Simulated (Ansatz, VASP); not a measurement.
## One calculation of Al2Cu, two programs

The input INCAR:

```
SYSTEM = Al2Cu
  ALGO = Fast
  EDIFF = 1E-7
  ENCUT = 520
  GGA = PS
  ISIF = 2
  ISMEAR = 0
  LASPH = .TRUE.
  LCHARG = .TRUE.
  LELF = .TRUE.
  LREAL = .FALSE.
  LVHAR = .TRUE.
  LWAVE = .FALSE.
  NBANDS = 16
  NELM = 60
  PREC = Accurate
  SIGMA = 0.15
```

File KPOINTS:

```
k-points
0
G
  10 10 14
  0 0 0
```

The input POSCAR:

```
Al2Cu
1.0
    4.0842078946      0.0000000000      0.0000000000
    0.0000000000      4.0842078946      0.0000000000
    0.0000000000      0.0000000000      2.8458943809
Al Cu
2 1
Direct
    0.5074638706      0.0078029139      0.5000000000
   -0.1089562558      0.4667010095      0.5000000000
    0.0430935180      0.0108255968      0.0000000000
```

Input for Ansatz:

```yaml
crystal:
  lattice:
    - [4.0842078946, 0.0, 0.0]
    - [0.0, 4.0842078946, 0.0]
    - [0.0, 0.0, 2.8458943809]
  atoms:
    - { symbol: Al, position: [0.5074638706, 0.0078029139, 0.5] }
    - { symbol: Al, position: [-0.1089562558, 0.4667010095, 0.5] }
    - { symbol: Cu, position: [0.043093518, 0.0108255968, 0.0] }
basis:
  ecutwfc: 520.0
kpoints:
  mp_grid: { grid: [10, 10, 14] }
hamiltonian:
  xc: pbesol
  pseudopotentials: { kind: paw, azcp: { folder: soft_1 } }
scf:
  occupations: { method: gaussian, width: 0.15 }
output:
  forces: true
  stress: true
  eigenvalues: true
```

Change from the starting cell: mode 4 frozen in at -0.445 Å and mode 9 at -0.136 Å (largest displacements).

Alike in both runs: task single point; functional PBEsol; k mesh 10 × 10 × 14; occupations gaussian, width 0.15 eV; no spin polarisation.

```csv
,VASP,Ansatz
version,VASP 6.6.1,Ansatz 0.2.0
potentials or method,"VASP PAW PBE potentials, release 64 (Al, Cu), cutoff 520 eV","scalar-relativistic, plane waves, PAW"
valence electrons in the cell,17,25
```

Ansatz gave:

```
gap on the k mesh at the Fermi level (eV)                     : none
pressure (GPa)                                                : 4.5
traceless stress, the component that is largest in VASP (GPa) : -3.77
rms of the force components (eV/Å)                            : 0.945
```

Problem. Estimate VASP's values.

Solution. gap on the k mesh at the Fermi level (eV): none; pressure (GPa): 4.8; traceless stress, the component that is largest in VASP (GPa): -3.77; rms of the force components (eV/Å): 0.946.

VASP's potentials were made for PBE, not for PBEsol, and Ansatz warns of the same on its side. Atom by atom the forces differ by 0.006 eV/Å (rms over components). A gap of «none» marks a metal or a gap that the smearing closes. VASP's potentials hold 17 valence electrons a cell and Ansatz's 25, so a difference there can come from the potentials and not from the codes.
